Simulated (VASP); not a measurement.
# MgI2 (P1) in VASP: further runs

The runs below take MgI2 through single point, with PBE.

Everything below comes from runs of VASP 6.6.1. Logs are shortened: lines on timing, memory, paths and dates and some standing lists are left out, and cuts for length are marked.

## 1. The cell of the first run

The typed cell holds 3 atoms: a = 4.154 Å, b = 4.154 Å, c = 6.862 Å, α = 90.00°, β = 90.00°, γ = 120.00°.

## 2. Single point, PBE (all Mg atoms moved -0.300 Å, as atom 1 along Cartesian [1 1 0])

File INCAR:

```
PREC = Accurate ; ENCUT = 520
EDIFF = 1E-6 ; ISMEAR = 0
SIGMA = 0.05 ; LREAL = F
LASPH = T ; NELM = 80
ALGO = Normal ; ISIF = 2
LWAVE = F ; LCHARG = F
GGA = PE ; NBANDS = 15
```

File KPOINTS:

```
Automatic mesh
0
Gamma
  6 6 4
```

File POSCAR:

```
MgI2
1.0
    4.1537001214      0.0000000000      0.0000000000
   -2.0768500607      3.5972098248      0.0000000000
    0.0000000000      0.0000000000      6.8620000000
Mg I
1 2
Direct
   -0.0805562539     -0.0589712707      0.0000000000
    0.3333333333      0.6666666667      0.7576300000
    0.6666666667      0.3333333333      0.2423700000
```

Potentials or basis: VASP PAW PBE potentials, release 64 (Mg, I).

Launch:

```sh
> cat potpaw_PBE.64/Mg/POTCAR potpaw_PBE.64/I/POTCAR > POTCAR
> mpirun -np 1 vasp_std > vasp.out
```

OUTCAR:

```text
PREC = Accurate
   ENCUT = 520
   EDIFF = 1E-6
   ISMEAR = 0
   LREAL = F
   LASPH = T
   NELM = 80
   ISIF = 2
   GGA = PE

 ion  position               nearest neighbor table
   1  0.919  0.941  0.000-   2 2.69   3 2.75   3 2.87   2 3.00   2 3.10   3 3.16
   2  0.333  0.667  0.758-   1 2.69   1 3.00   1 3.10
   3  0.667  0.333  0.242-   1 2.75   1 2.87   1 3.16

  LATTYP: Found a hexagonal cell.
 ALAT       =     4.1537001214
 C/A-ratio  =     1.6520210413

  Lattice vectors:

 A1 = (   4.1537001214,   0.0000000000,   0.0000000000)
 A2 = (  -2.0768500607,   3.5972098248,   0.0000000000)
 A3 = (   0.0000000000,   0.0000000000,   6.8620000000)

Analysis of symmetry for initial positions (statically):
=====================================================================
 Subroutine PRICEL returns:
 Original cell was already a primitive cell.

 Routine SETGRP: Setting up the symmetry group for a
 hexagonal supercell.

 Subroutine GETGRP returns: Found  1 space group operations
 (whereof  1 operations were pure point group operations)
 out of a pool of 24 trial point group operations.

The static configuration has the point symmetry C_1 .

Analysis of symmetry for dynamics (positions and initial velocities):
=====================================================================
 Subroutine PRICEL returns:
 Original cell was already a primitive cell.

 Routine SETGRP: Setting up the symmetry group for a
 hexagonal supercell.

 Subroutine GETGRP returns: Found  1 space group operations
 (whereof  1 operations were pure point group operations)
 out of a pool of 24 trial point group operations.

The dynamic configuration has the point symmetry C_1 .

 Subroutine INISYM returns: Found  1 space group operations
 (whereof  1 operations are pure point group operations),
 and found     1 'primitive' translations

----------------------------------------------------------------------------------------

                                     Primitive cell

  volume of cell :     102.5302

  direct lattice vectors                    reciprocal lattice vectors
     4.153700121  0.000000000  0.000000000     0.240749205  0.138996618  0.000000000
    -2.076850061  3.597209825  0.000000000     0.000000000  0.277993236  0.000000000
     0.000000000  0.000000000  6.862000000     0.000000000  0.000000000  0.145730108

  length of vectors
[... 94 lines left out ...]
   PSTRESS=    0.0 pullay stress
   NELECT =      16.0000    total number of electrons
   NUPDOWN=      -1.0000    fix difference up-down
   EMIN   =  10.00;   EMAX   =-10.00  energy-range for DOS
   EFERMI =   0.00;   METHOD = LEGACY
   ISMEAR =     0;   SIGMA  =   0.05  broadening in eV -4-tet -1-fermi 0-gaus
   EFERMI_NEDOS =   21; number of points for ismear=-14 and -15
   IALGO  =     38    algorithm
   IMIX   =      4    mixing-type and parameters
     AMIX     =   0.40;   BMIX     =  1.00
     AMIX_MAG =   1.60;   BMIX_MAG =  1.00
  volume/ion in A,a.u.               =      34.18       230.64
  Fermi-wavevector in a.u.,A,eV,Ry     =   0.881382  1.665571 10.569477  0.776835
  Thomas-Fermi vector in A             =   2.001871
   LORBIT       =      0    0 simple, 1 ext, 2 COOP (PROOUT), +10 PAW based schemes
   GGA     = PE    functional components
   LHFCALC =     F    Hartree Fock is set to
   AEXX    =    0.0000 exact exchange contribution
   IVDW    =     0    specifies the selected vdW correction
   LEPSILON=     F    determine dielectric tensor
   LRPA    =     F    only Hartree local field effects (RPA)
 non-spin polarized calculation
 Gauss-broadening in eV      SIGMA  =   0.05
  energy-cutoff  :      520.00
  volume of cell :      102.53
 maximum number of plane-waves:      2798
   NGX = 15   NGY = 15   NGZ = 25

 number of electron      16.0000001 magnetization

 Free energy of the ion-electron system (eV)
  ---------------------------------------------------
  ext. energy  EPLUGINS =         0.00000000
  ---------------------------------------------------
  free energy    TOTEN  =        -7.57795121 eV

  energy without entropy =       -7.57795121  energy(sigma->0) =       -7.57795121

 E-fermi :   2.5939     XC(G=0):  -8.2054

 val. band max:        2.3307254440   @ k =   0.0000   0.0000   0.0000
 cond. band min:       5.8169093406   @ k =   0.5000   0.5000   0.2500
 fundamental gap:      3.4861838966
 Fermi energy:         2.5939061114

 k-point     1 :       0.0000    0.0000    0.0000
  band No.  band energies     occupation
      1      -9.7873      2.00000
      2      -9.0707      2.00000
      3      -1.2413      2.00000
      4       1.7545      2.00000
      5       1.7685      2.00000
      6       2.2712      2.00000
      7       2.2863      2.00000
      8       2.3307      2.00000
      9       6.0042      0.00000
     10       7.0423      0.00000
     11       9.0076      0.00000
     12       9.0962      0.00000
     13       9.7586      0.00000
     14      10.4799      0.00000
[... 401 lines left out ...]
      2      -9.0765      2.00000
      3      -0.8211      2.00000
      4       0.9307      2.00000
      5       1.1441      2.00000
      6       1.5753      2.00000
      7       1.8824      2.00000
      8       2.1803      2.00000
      9       6.8428      0.00000
     10       7.9645      0.00000
     11       8.7917      0.00000
     12       9.1506      0.00000
     13       9.7669      0.00000
     14      10.0189      0.00000
     15      10.6890      0.00000

 [... further k-points ...]

------------------------ aborting loop because EDIFF is reached ----------------------------------------

  FORCE on cell =-STRESS in cart. coord.  units (eV):
  Direction    XX          YY          ZZ          XY          YZ          ZX
  --------------------------------------------------------------------------------------
  -------------------------------------------------------------------------------------
  Total        1.2081537      1.1810163      1.5877657      0.1981402      0.0038482      0.5735470
  in kB       18.8790946     18.4550346     24.8110638      3.0962174      0.0601329      8.9624757
  external PRESSURE =      20.7150643 kB  Pullay stress =       0.0000000 kB

 VOLUME and BASIS-vectors are now :
 -----------------------------------------------------------------------------
  energy-cutoff  :      520.00
  volume of cell :      102.53
      direct lattice vectors                 reciprocal lattice vectors
     4.153700121  0.000000000  0.000000000     0.240749205  0.138996618  0.000000000
    -2.076850061  3.597209825  0.000000000     0.000000000  0.277993236  0.000000000
     0.000000000  0.000000000  6.862000000     0.000000000  0.000000000  0.145730108

 POSITION                                       TOTAL-FORCE (eV/Angst)
 -----------------------------------------------------------------------------------
      1.86472      3.38508      0.00000         0.576582      0.574584      0.074856
     -0.00000      2.39814      5.19886        -0.460452     -0.288407     -0.277397
      2.07685      1.19907      1.66314        -0.116130     -0.286177      0.202541
 -----------------------------------------------------------------------------------
    total drift:                                0.000101      0.000103      0.000015

  FREE ENERGIE OF THE ION-ELECTRON SYSTEM (eV)
  ---------------------------------------------------
  free  energy   TOTEN  =        -7.5779512076 eV

  energy  without entropy=       -7.5779512076  energy(sigma->0) =       -7.57795121
```

stdout:

```text
POSCAR found type information on POSCAR MgI
 POSCAR found :  2 types and       3 ions
 scaLAPACK will be used
 LDA part: xc-table for (Slater+PW92), standard interpolation
 POSCAR, INCAR and KPOINTS ok, starting setup
 FFT: planning ... GRIDC
 FFT: planning ... GRID_SOFT
 FFT: planning ... GRID
 WAVECAR not read
 entering main loop
```

Run time: 67 s. Hardware: 1 thread of Intel Xeon 6975P-C (Granite Rapids), shared host; peak memory 0.3 GiB.

Results:

- Free energy: -7.5780 eV
- Pressure: 2.1 GPa
- Largest force: 0.817 eV/Å
- Band gap on the k mesh: 3.49 eV, indirect (least direct gap 3.67 eV)

Forces on the atoms (eV/Å):
```
Mg   0.577  0.575  0.075
I   -0.460 -0.288 -0.277
I   -0.116 -0.286  0.203
```

Caveat: the cell differs from its parent crystal (all Mg atoms moved -0.300 Å, as atom 1 along Cartesian [1 1 0]); spin-orbit coupling is left out, which moves the levels of the heavy elements. A k mesh can miss the band edges.

## 3. Single point, PBE (all Mg atoms moved +0.225 Å, as atom 1 along Cartesian [1 1 0])

File INCAR:

```
ALGO = Normal
EDIFF = 1E-7
ENCUT = 520
GGA = PE
ISIF = 2
ISMEAR = 0
LASPH = True
LCHARG = False
LREAL = False
LWAVE = False
NBANDS = 15
NELM = 60
PREC = Accurate
SIGMA = 0.05
```

File KPOINTS:

```
k-points
0
Gamma
  6 6 4
```

Changes to POSCAR since step 2:

```diff
@@ -8,3 +8,3 @@
 Direct
-   -0.0805562539     -0.0589712707      0.0000000000
+    0.0604171904      0.0442284530      0.0000000000
     0.3333333333      0.6666666667      0.7576300000
```

Potentials or basis: VASP PAW PBE potentials, release 64 (Mg, I).

Launch:

```sh
> cat potpaw_PBE.64/Mg/POTCAR potpaw_PBE.64/I/POTCAR > POTCAR
> mpirun -np 1 vasp_std > vasp.out
```

It took 71 s on 1 thread of Intel Xeon 6975P-C (Granite Rapids), shared host; peak memory 0.3 GiB.

It converged, with:

```
Free energy            : -7.6305 eV
Pressure               : 1.7 GPa
Largest force          : 0.592 eV/Å
Band gap on the k mesh : 3.49 eV, indirect (least direct gap 3.68 eV)
```

Forces on the atoms (eV/Å):
```
Mg  -0.418 -0.418 -0.031
I    0.113  0.208 -0.130
I    0.305  0.209  0.162
```

Stress tensor (GPa, compression positive):
```
1.55 0.18 0.50
0.18 1.54 0.00
0.50 0.00 2.00
```

Levels at points of the mesh, in eV from the valence-band top:
```tsv
k point	band 5	band 6	band 7	band 8	band 9	band 10	band 11	band 12
(0.00, 0.00, 0.00)	-0.53	-0.07	-0.06	0.00	3.68	4.73	6.67	6.72
(0.50, 0.00, 0.00)	-1.89	-1.43	-0.94	-0.47	3.62	5.25	5.56	6.93
(0.00, 0.50, 0.00)	-1.90	-1.42	-0.93	-0.47	3.60	5.28	5.53	6.98
(0.50, 0.50, 0.00)	-1.91	-1.41	-0.93	-0.46	3.59	5.32	5.50	7.02
(0.00, 0.00, 0.50)	-0.45	-0.43	-0.15	-0.14	4.60	4.83	6.50	6.56
(0.50, 0.00, 0.50)	-1.26	-1.15	-0.83	-0.71	3.53	5.19	5.63	6.11
(0.00, 0.50, 0.50)	-1.25	-1.17	-0.83	-0.69	3.53	5.19	5.63	6.10
(0.50, 0.50, 0.50)	-1.23	-1.19	-0.82	-0.68	3.52	5.18	5.63	6.08
```

Caveat: the cell differs from its parent crystal (all Mg atoms moved +0.225 Å, as atom 1 along Cartesian [1 1 0]); spin-orbit coupling is left out, which moves the levels of the heavy elements.

## 4. Single point, PBE (all Mg atoms moved -0.150 Å, as atom 1 along Cartesian [1 1 0])

File INCAR:

```
SYSTEM = MgI2
ALGO     = Normal         ! electronic algorithm
EDIFF    = 1E-7           ! SCF threshold, eV
ENCUT    = 520            ! plane-wave cutoff, eV
GGA      = PE             ! functional
ISIF     = 2              ! what is computed and relaxed
ISMEAR   = 0              ! smearing method
LASPH    = .True.         ! aspherical terms in the spheres
LCHARG   = .True.         ! write CHGCAR
LELF     = .True.         ! ELF
LREAL    = .False.        ! projectors in reciprocal space
LVHAR    = .True.       
LWAVE    = .False.        ! write WAVECAR
NBANDS   = 15             ! bands
NELM     = 60             ! most SCF steps
PREC     = Accurate       ! precision mode
SIGMA    = 0.05           ! smearing width, eV
```

File KPOINTS:

```
k-points
0
Gamma
  6 6 4
  0 0 0
```

Changes to POSCAR since step 3:

```diff
@@ -8,3 +8,3 @@
 Direct
-    0.0604171904      0.0442284530      0.0000000000
+   -0.0402781269     -0.0294856354      0.0000000000
     0.3333333333      0.6666666667      0.7576300000
```

Launch:

```sh
> cat potpaw_PBE.64/Mg/POTCAR potpaw_PBE.64/I/POTCAR > POTCAR
> mpirun -np 1 vasp_std > vasp.out
```

Run time: 71 s. Hardware: 1 thread of Intel Xeon 6975P-C (Granite Rapids), shared host; peak memory 0.3 GiB.

It converged, with:

| Quantity | Value |
| --- | --- |
| Free energy | -7.6670 eV |
| Pressure | 1.4 GPa |
| Largest force | 0.385 eV/Å |
| Band gap on the k mesh | 3.50 eV, indirect (least direct gap 3.68 eV) |

Forces on the atoms (eV/Å):
```
Mg   0.272  0.272  0.009
I   -0.178 -0.136 -0.085
I   -0.094 -0.136  0.075
```

Stress tensor (GPa, compression positive):
```
1.32 0.08 0.22
0.08 1.31 0.00
0.22 0.00 1.65
```

Levels at points of the mesh, in eV from the valence-band top:
| k point | band 4 | band 5 | band 6 | band 7 | band 8 | band 9 | band 10 | band 11 | band 12 | band 13 |
| --- | --- | --- | --- | --- | --- | --- | --- | --- | --- | --- |
| (0.00, 0.00, 0.00) | -0.50 | -0.50 | -0.08 | -0.08 | 0.00 | 3.68 | 4.74 | 6.67 | 6.69 | 7.46 |
| (0.50, 0.00, 0.00) | -2.83 | -1.88 | -1.42 | -0.93 | -0.47 | 3.62 | 5.28 | 5.53 | 6.93 | 8.01 |
| (0.00, 0.50, 0.00) | -2.83 | -1.89 | -1.41 | -0.93 | -0.47 | 3.61 | 5.30 | 5.52 | 6.95 | 8.01 |
| (0.50, 0.50, 0.00) | -2.84 | -1.89 | -1.41 | -0.92 | -0.47 | 3.60 | 5.32 | 5.50 | 6.97 | 8.00 |
| (0.00, 0.00, 0.50) | -1.47 | -0.42 | -0.41 | -0.17 | -0.16 | 4.62 | 4.83 | 6.49 | 6.52 | 7.79 |
| (0.50, 0.00, 0.50) | -3.21 | -1.25 | -1.15 | -0.82 | -0.71 | 3.53 | 5.20 | 5.65 | 6.08 | 7.71 |
| (0.00, 0.50, 0.50) | -3.22 | -1.24 | -1.16 | -0.82 | -0.70 | 3.52 | 5.20 | 5.65 | 6.08 | 7.74 |
| (0.50, 0.50, 0.50) | -3.22 | -1.23 | -1.17 | -0.82 | -0.70 | 3.52 | 5.19 | 5.65 | 6.07 | 7.76 |

Caveat: the cell differs from its parent crystal (all Mg atoms moved -0.150 Å, as atom 1 along Cartesian [1 1 0]); spin-orbit coupling is left out, which moves the levels of the heavy elements.
